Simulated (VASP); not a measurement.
## Ti: single point with r2SCAN

Ti:

```
Ti
1.0
     2.79810    0.00000    0.00000
    -1.39905    2.42323    0.00000
     0.00000    0.00000    4.63842
Ti
2
Direct
  0.33333 0.66667 0.25000
  0.66667 0.33333 0.75000
```

* Program: VASP 6.6.1
* Task: single point
* Functional: r2SCAN
* Potentials or basis: VASP PAW PBE potentials, release 64 (Ti_sv)
* Cutoff: 520 eV
* k mesh: 18 × 18 × 10
* Occupations: methfessel-paxton, width 0.05 eV
* Spin: no spin polarisation
* Dipole correction: no
* Further INCAR settings: ALGO = Normal; EDIFF = 1e-07; NBANDS = 19

* Pressure: 13.7 GPa
* Band gap on the k mesh: zero (bands 12 and 13 overlap by 1.13 eV)

Stress tensor (GPa, compression positive):
```
15.93  0.00  0.00
 0.00 15.93  0.00
 0.00  0.00  9.23
```

Levels at points of the mesh, in eV from the Fermi level:
```
           k point  band 8  band 9  band 10  band 11  band 12  band 13  band 14  band 15  band 16  band 17
(0.00, 0.00, 0.00)  -33.67   -6.81    -3.11     0.41     0.73     1.00     1.00     1.52     1.52     2.30
(0.50, 0.00, 0.00)  -33.80   -2.60    -2.56    -2.29    -0.50     0.59     0.90     1.24     4.19     4.22
(0.00, 0.00, 0.50)  -33.73   -4.84    -4.84    -0.15    -0.15     0.97     0.97     0.97     0.97     3.42
(0.50, 0.00, 0.50)  -33.90   -2.96    -2.96    -1.10    -1.10     1.62     1.62     2.27     2.27     4.31
```

Run time: 4.4 min on 1 thread of Intel(R) Xeon(R) Platinum 8488C (Sapphire Rapids), on a shared host, peak memory 0.24 GiB.

Caveat: the cell stands under pressure; the PAW data sets were made with another functional, which shifts forces and pressure a little.
